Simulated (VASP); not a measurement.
# V (P-1) in VASP: a series of runs

Runs on V. Level: PBE. Tasks: single point.

All numbers are computed with VASP 6.6.1; they aren't measurements. Logs are shortened: lines on timing, memory, paths and dates and some standing lists are left out, and cuts for length are marked.

### 1 The cell of the first run

The typed cell holds 2 atoms: a = 2.604 Å, b = 2.604 Å, c = 4.723 Å, α = 90.00°, β = 90.00°, γ = 120.00°.

### 2 Single point, PBE (atom 1 (V) moved by (-0.450, -0.450) A along [1 1 0] and z)

Contents of INCAR:

```
SYSTEM = V
  ALGO = Normal
  EDIFF = 1E-6
  ENCUT = 520
  GGA = PE
  ISIF = 2
  ISMEAR = 0
  LASPH = .True.
  LCHARG = .True.
  LELF = .True.
  LREAL = .False.
  LVHAR = .True.
  LWAVE = .False.
  NBANDS = 20
  NELM = 100
  PREC = Accurate
  SIGMA = 0.15
```

Contents of KPOINTS:

```
k-points
0
Gamma
  21 21 10
  0 0 0
```

Contents of POSCAR:

```
V
1.0
    2.6042941027      0.0000000000      0.0000000000
   -1.3021470513      2.2553848518      0.0000000000
    0.0000000000      0.0000000000      4.7233360000
V
2
Direct
    0.4739427413      0.1922496281      0.6547283530
    0.3333333333      0.6666666667      0.2500000000
```

Potentials or basis: VASP PAW PBE potentials, release 64 (V_sv).

Launch:

```bash
> cat potpaw_PBE.64/V_sv/POTCAR > POTCAR
> mpirun -np 1 vasp_std > vasp.out
```

OUTCAR:

```text
SYSTEM = V
   EDIFF = 1E-6
   ENCUT = 520
   GGA = PE
   ISIF = 2
   ISMEAR = 0
   LASPH = .True.
   LREAL = .False.
   NELM = 100
   PREC = Accurate

 ion  position               nearest neighbor table
   1  0.474  0.192  0.655-   2 2.27   2 2.40   2 2.72
   2  0.333  0.667  0.250-   1 2.27   1 2.40   1 2.72

  LATTYP: Found a hexagonal cell.
 ALAT       =     2.6042941027
 C/A-ratio  =     1.8136722712

  Lattice vectors:

 A1 = (   2.6042941027,   0.0000000000,   0.0000000000)
 A2 = (  -1.3021470513,   2.2553848518,   0.0000000000)
 A3 = (   0.0000000000,   0.0000000000,   4.7233360000)

Analysis of symmetry for initial positions (statically):
=====================================================================
 Subroutine PRICEL returns:
 Original cell was already a primitive cell.

 Routine SETGRP: Setting up the symmetry group for a
 hexagonal supercell.

 Subroutine GETGRP returns: Found  2 space group operations
 (whereof  1 operations were pure point group operations)
 out of a pool of 24 trial point group operations.

The static configuration has the point symmetry C_1 .
 The point group associated with its full space group is S_2 .

Analysis of symmetry for dynamics (positions and initial velocities):
=====================================================================
 Subroutine PRICEL returns:
 Original cell was already a primitive cell.

 Routine SETGRP: Setting up the symmetry group for a
 hexagonal supercell.

 Subroutine GETGRP returns: Found  2 space group operations
 (whereof  1 operations were pure point group operations)
 out of a pool of 24 trial point group operations.

The dynamic configuration has the point symmetry C_1 .
 The point group associated with its full space group is S_2 .

 Subroutine INISYM returns: Found  2 space group operations
 (whereof  1 operations are pure point group operations),
 and found     1 'primitive' translations

----------------------------------------------------------------------------------------

                                     Primitive cell

  volume of cell :      27.7434

  direct lattice vectors                    reciprocal lattice vectors
     2.604294103  0.000000000  0.000000000     0.383981210  0.221691655  0.000000000
    -1.302147051  2.255384852  0.000000000     0.000000000  0.443383310  0.000000000
     0.000000000  0.000000000  4.723336000     0.000000000  0.000000000  0.211714771

  length of vectors
     2.604294103  2.604294103  4.723336000     0.443383310  0.443383310  0.211714771

  position of ions in fractional coordinates (direct lattice)
     0.473942741  0.192249628  0.654728353
     0.333333333  0.666666667  0.250000000

  ion indices of the primitive-cell ions
   primitive index   ion index
                 1           1
                 2           2

----------------------------------------------------------------------------------------

 KPOINTS: k-points

Automatic generation of k-mesh.
 Grid dimensions read from file:
 generate k-points for:   21   21   10

 Generating k-lattice:

  Cartesian coordinates                     Fractional coordinates (reciprocal lattice)
     0.018284820  0.010556745  0.000000000     0.047619048  0.000000000  0.000000000
     0.000000000  0.021113491  0.000000000     0.000000000  0.047619048  0.000000000
     0.000000000  0.000000000  0.021171477     0.000000000  0.000000000  0.100000000

  Length of vectors
     0.021113491  0.021113491  0.021171477

  Shift w.r.t. Gamma in fractional coordinates (k-lattice)
     0.000000000  0.000000000  0.000000000

 Subroutine IBZKPT returns following result:
 ===========================================

 Found   2206 irreducible k-points:

 Following reciprocal coordinates:
            Coordinates               Weight
  0.000000  0.000000  0.000000      1.000000
  0.047619 -0.000000  0.000000      2.000000
  0.000000  0.047619  0.000000      2.000000
 -0.047619  0.047619  0.000000      2.000000
  0.095238 -0.000000  0.000000      2.000000
  0.000000  0.095238  0.000000      2.000000
[... 16 lines left out ...]
  0.380952 -0.000000  0.000000      2.000000
  0.000000  0.380952  0.000000      2.000000
 [... further k-points ...]
   k-points           NKPTS =   2206   k-points in BZ     NKDIM =   2206   number of bands    NBANDS=     20
   number of dos      NEDOS =    301   number of ions     NIONS =      2
   total plane-waves  NPLWV =  14400
   dimension x,y,z NGX =    20 NGY =   20 NGZ =   36
   dimension x,y,z NGXF=    40 NGYF=   40 NGZF=   72
   ions per type =               2
   NGX,Y,Z   is equivalent  to a cutoff of  12.77, 12.77, 12.67 a.u.
   NGXF,Y,Z  is equivalent  to a cutoff of  25.53, 25.53, 25.34 a.u.
 SYSTEM =  V
   PREC   = accura    normal or accurate (medium, high low for compatibility)
   ISTART =      0    job   : 0-new  1-cont  2-samecut
   ICHARG =      2    charge: 1-file 2-atom 10-const
   ISPIN  =      1    spin polarized calculation?
   LNONCOLLINEAR =      F non collinear calculations
   LSORBIT =      F    spin-orbit coupling
   LASPH  =      T    aspherical Exc in radial PAW
   ENCUT  =  520.0 eV  38.22 Ry    6.18 a.u.   4.84  4.84  8.78*2*pi/ulx,y,z
   NELM   =    100;   NELMIN=  2; NELMDL= -5     # of ELM steps
   EDIFF  = 0.1E-05   stopping-criterion for ELM
   LREAL  =      F    real-space projection
   EDIFFG = 0.1E-04   stopping-criterion for IOM
   NSW    =      0    number of steps for IOM
   IBRION =     -1    ionic relax: 0-MD 1-quasi-New 2-CG
   NFREE  =      0    steps in history (QN), initial steepest desc. (CG)
   ISIF   =      2    stress and relaxation
   ISYM   =      2    0-nonsym 1-usesym 2-fastsym
   POTIM  = 0.5000    time-step for ionic-motion
   TEBEG  =    0.0;   TEEND  =   0.0 temperature during run
   PSTRESS=    0.0 pullay stress
   NELECT =      26.0000    total number of electrons
   NUPDOWN=      -1.0000    fix difference up-down
   EMIN   =  10.00;   EMAX   =-10.00  energy-range for DOS
   EFERMI =   0.00;   METHOD = LEGACY
   ISMEAR =     0;   SIGMA  =   0.15  broadening in eV -4-tet -1-fermi 0-gaus
   EFERMI_NEDOS =   21; number of points for ismear=-14 and -15
   IALGO  =     38    algorithm
   IMIX   =      4    mixing-type and parameters
     AMIX     =   0.40;   BMIX     =  1.00
     AMIX_MAG =   1.60;   BMIX_MAG =  1.00
  volume/ion in A,a.u.               =      13.87        93.61
  Fermi-wavevector in a.u.,A,eV,Ry     =   1.602062  3.027459 34.920768  2.566604
  Thomas-Fermi vector in A             =   2.698942
   LORBIT       =      0    0 simple, 1 ext, 2 COOP (PROOUT), +10 PAW based schemes
   GGA     = PE    functional components
   LHFCALC =     F    Hartree Fock is set to
   AEXX    =    0.0000 exact exchange contribution
   IVDW    =     0    specifies the selected vdW correction
   LEPSILON=     F    determine dielectric tensor
   LRPA    =     F    only Hartree local field effects (RPA)
 non-spin polarized calculation
 Gauss-broadening in eV      SIGMA  =   0.15
  energy-cutoff  :      520.00
  volume of cell :       27.74
 maximum number of plane-waves:       771
   NGX =  9   NGY =  9   NGZ = 17

 number of electron      26.0000008 magnetization

 Free energy of the ion-electron system (eV)
  ---------------------------------------------------
  ext. energy  EPLUGINS =         0.00000000
  ---------------------------------------------------
  free energy    TOTEN  =       -16.90665320 eV

  energy without entropy =      -16.86351216  energy(sigma->0) =      -16.88508268

 E-fermi :   9.6767     XC(G=0): -12.6105

 val. band max:        9.6765256060   @ k =   0.0000  -0.0952   0.3000
 cond. band min:       9.6768301022   @ k =   0.3810  -0.0000   0.1000
 fundamental gap:      0.0003044962
 Fermi energy:         9.6767404821

 k-point     1 :       0.0000    0.0000    0.0000
  band No.  band energies     occupation
      1     -54.3646      2.00000
      2     -54.0513      2.00000
      3     -28.7015      2.00000
      4     -27.7345      2.00000
      5     -27.5832      2.00000
      6     -27.5583      2.00000
[... 12 lines left out ...]
     19      12.3756      0.00000
     20      13.4503      0.00000

 k-point     2 :       0.0476   -0.0000    0.0000
  band No.  band energies     occupation
      1     -54.3604      2.00000
      2     -54.0483      2.00000
      3     -28.6968      2.00000
      4     -27.7395      2.00000
      5     -27.5988      2.00000
      6     -27.5725      2.00000
[... 12 lines left out ...]
     19      12.4771      0.00000
     20      13.4493      0.00000

 k-point     3 :       0.0000    0.0476    0.0000
  band No.  band energies     occupation
      1     -54.3593      2.00000
      2     -54.0493      2.00000
      3     -28.6953      2.00000
      4     -27.7649      2.00000
      5     -27.5832      2.00000
      6     -27.5590      2.00000
[... 12 lines left out ...]
     19      12.4004      0.00000
     20      13.6210      0.00000

 k-point     4 :      -0.0476    0.0476    0.0000
  band No.  band energies     occupation
      1     -54.3595      2.00000
      2     -54.0492      2.00000
      3     -28.6954      2.00000
      4     -27.7639      2.00000
      5     -27.5790      2.00000
      6     -27.5659      2.00000
[... 12 lines left out ...]
     19      12.3441      0.00000
     20      13.6053      0.00000

 k-point     5 :       0.0952   -0.0000    0.0000
  band No.  band energies     occupation
      1     -54.3481      2.00000
      2     -54.0396      2.00000
      3     -28.6832      2.00000
      4     -27.7539      2.00000
      5     -27.6644      2.00000
      6     -27.5975      2.00000
[... 12 lines left out ...]
     19      13.0179      0.00000
     20      13.4532      0.00000
[... 353 lines left out ...]
      6     -27.7772      2.00000
[... 12 lines left out ...]
     19      12.7725      0.00000
     20      17.3165      0.00000

 k-point    22 :      -0.3333    0.3333    0.0000
  band No.  band energies     occupation
      1     -54.1742      2.00000
      2     -53.9943      2.00000
      3     -28.5682      2.00000
      4     -28.4314      2.00000
      5     -27.9891      2.00000
      6     -27.7305      2.00000
[... 12 lines left out ...]
     19      12.6340      0.00000
     20      17.2058      0.00000

 k-point    23 :       0.3810   -0.0000    0.0000
  band No.  band energies     occupation
      1     -54.1961      2.00000
      2     -53.9350      2.00000
      3     -28.5486      2.00000
      4     -28.4300      2.00000
      5     -28.0938      2.00000
      6     -27.9183      2.00000
[... 12 lines left out ...]
     19      13.3131      0.00000
     20      16.8272      0.00000

 k-point    24 :       0.0000    0.3810    0.0000
  band No.  band energies     occupation
      1     -54.1277      2.00000
      2     -54.0016      2.00000
      3     -28.6317      2.00000
      4     -28.4875      2.00000
      5     -27.9596      2.00000
      6     -27.8139      2.00000
[... 12 lines left out ...]
     19      12.9985      0.00000
     20      17.2088      0.00000

 [... further k-points ...]
[... 5 lines left out ...]
  --------------------------------------------------------------------------------------
  -------------------------------------------------------------------------------------
  Total        2.2481487      4.2413998      0.9324308     -1.3736070     -0.6247720     -1.3608162
  in kB      129.8303064    244.9403130     53.8477632    -79.3256332    -36.0805064    -78.5869647
  external PRESSURE =     142.8727942 kB  Pullay stress =       0.0000000 kB

 VOLUME and BASIS-vectors are now :
 -----------------------------------------------------------------------------
  energy-cutoff  :      520.00
  volume of cell :       27.74
      direct lattice vectors                 reciprocal lattice vectors
     2.604294103  0.000000000  0.000000000     0.383981210  0.221691655  0.000000000
    -1.302147051  2.255384852  0.000000000     0.000000000  0.443383310  0.000000000
     0.000000000  0.000000000  4.723336000     0.000000000  0.000000000  0.211714771

 POSITION                                       TOTAL-FORCE (eV/Angst)
 -----------------------------------------------------------------------------------
      0.98395      0.43360      3.09250        -0.965226     -0.223515      2.880549
     -0.00000      1.50359      1.18083         0.965226      0.223515     -2.880549
 -----------------------------------------------------------------------------------
    total drift:                               -0.000020      0.000043      0.000030

  FREE ENERGIE OF THE ION-ELECTRON SYSTEM (eV)
  ---------------------------------------------------
  free  energy   TOTEN  =       -16.9066531981 eV

  energy  without entropy=      -16.8635121562  energy(sigma->0) =      -16.88508268
```

Run time: 11 min. Hardware: 1 thread of Intel Xeon Platinum 8259CL at 2.50GHz (Skylake/Cascade Lake), shared host; peak memory 0.96 GiB.

Results:

```
Free energy            : -16.9067 eV
Pressure               : 14.3 GPa
Largest force          : 3.046 eV/Å
Band gap on the k mesh : zero (band 13 reaches 10.91 eV, above the bottom of band 14 at 9.13 eV)
```

Forces in eV/Å, atoms in the order of the input:
```
V   -0.965 -0.224  2.881
V    0.965  0.224 -2.881
```

Levels at points of the mesh, in eV from the Fermi level:
```csv
k point,band 9,band 10,band 11,band 12,band 13,band 14,band 15,band 16,band 17,band 18
"(0.00, 0.00, 0.00)",-6.69,-3.70,-1.30,-0.02,0.30,0.46,0.60,1.29,1.44,2.31
"(0.00, 0.00, 0.50)",-5.24,-4.77,-2.13,-0.13,0.04,0.42,0.43,0.99,1.52,2.46
```

Caveat: the cell differs from its parent crystal (atom 1 (V) moved by (-0.450, -0.450) A along [1 1 0] and z); forces of over 1 eV/Å act on the atoms, so gaps and moduli don't describe the material at rest.

### 3 Single point, PBE (atom 1 (V) moved by (-0.225, -0.450) A along [1 1 0] and z)

Contents of INCAR:

```
PREC = Accurate
ENCUT = 520
EDIFF = 1E-6
ISMEAR = 0
SIGMA = 0.15
LREAL = False
LASPH = True
NELM = 100
ALGO = Normal
ISIF = 2
LWAVE = False
LCHARG = False
GGA = PE
NBANDS = 20
```

Contents of KPOINTS:

```
regular mesh
0
Gamma
  21 21 10
```

Changes to POSCAR since step 2:

```diff
@@ -8,3 +8,3 @@
 Direct
-    0.4739427413      0.1922496281      0.6547283530
+    0.5703047040      0.2627914807      0.6547283530
     0.3333333333      0.6666666667      0.2500000000
```

Potentials or basis: VASP PAW PBE potentials, release 64 (V_sv).

Launch:

```bash
> cat potpaw_PBE.64/V_sv/POTCAR > POTCAR
> mpirun -np 1 vasp_std > vasp.out
```

Wall time 10 min (1 thread of Intel Xeon Platinum 8488C (Sapphire Rapids), shared host); peak memory 0.96 GiB.

It converged, with:

```yaml
Free_energy: -16.6888 eV
Pressure: 15.7 GPa
Largest_force: 3.457 eV/Å
Band_gap_on_the_k_mesh: zero (band 13 reaches 10.48 eV, above the bottom of band 14 at 9.24 eV)
```

Forces in eV/Å, atoms in the order of the input:
```
V   -0.830 -0.518  3.315
V    0.830  0.518 -3.315
```

Stress tensor (GPa, compression positive):
```
15.31 -3.79 -7.31
-3.79 22.08 -5.51
-7.31 -5.51  9.77
```

Levels at points of the mesh, in eV from the Fermi level:
```tsv
k point	band 9	band 10	band 11	band 12	band 13	band 14	band 15	band 16	band 17	band 18
(0.00, 0.00, 0.00)	-6.76	-3.80	-1.12	-0.05	0.13	0.23	0.36	1.24	1.52	2.27
(0.00, 0.00, 0.50)	-5.32	-4.81	-2.16	-0.06	-0.03	0.06	0.23	0.70	1.78	2.47
```

Caveat: the cell differs from its parent crystal (atom 1 (V) moved by (-0.225, -0.450) A along [1 1 0] and z); forces of over 1 eV/Å act on the atoms, so gaps and moduli don't describe the material at rest.

### 4 Single point, PBE (atom 1 (V) moved by (-0.450, -0.225) A along [1 1 0] and z)

Contents of INCAR:

```
PREC = Accurate
ENCUT = 520
EDIFF = 1E-7
ISMEAR = 0
SIGMA = 0.15
LREAL = F
LASPH = T
NELM = 100
ALGO = Normal
ISIF = 2
LWAVE = F
LCHARG = F
GGA = PE
NBANDS = 20
```

Contents of KPOINTS:

```
Automatic mesh
0
Gamma
  21 21 10
```

Changes to POSCAR since step 3:

```diff
@@ -8,3 +8,3 @@
 Direct
-    0.5703047040      0.2627914807      0.6547283530
+    0.4739427413      0.1922496281      0.7023641765
     0.3333333333      0.6666666667      0.2500000000
```

Launch:

```bash
> cat potpaw_PBE.64/V_sv/POTCAR > POTCAR
> mpirun -np 1 vasp_std > vasp.out
```

It took 19 min on 1 thread of Intel Xeon Platinum 8488C (Sapphire Rapids), shared host; peak memory 0.96 GiB.

Results (log left out):

* Free energy: -17.4252 eV
* Pressure: 3.2 GPa
* Largest force: 1.727 eV/Å
* Band gap on the k mesh: zero (band 13 reaches 11.11 eV, above the bottom of band 14 at 8.95 eV)

Forces in eV/Å, atoms in the order of the input:
```
V   -0.576 -0.069  1.626
V    0.576  0.069 -1.626
```

Stress tensor (GPa, compression positive):
```
 0.80 -6.33 -4.06
-6.33 11.52 -2.18
-4.06 -2.18 -2.82
```

Levels at points of the mesh, in eV from the Fermi level:
| k point | band 10 | band 11 | band 12 | band 13 | band 14 | band 15 | band 16 | band 17 |
| --- | --- | --- | --- | --- | --- | --- | --- | --- |
| (0.00, 0.00, 0.00) | -3.43 | -1.02 | 0.15 | 0.19 | 0.56 | 0.64 | 0.85 | 1.35 |
| (0.00, 0.00, 0.50) | -4.88 | -1.56 | -0.43 | 0.32 | 0.41 | 0.45 | 0.64 | 1.88 |

Caveat: the cell differs from its parent crystal (atom 1 (V) moved by (-0.450, -0.225) A along [1 1 0] and z); forces of over 1 eV/Å act on the atoms, so gaps and moduli don't describe the material at rest.
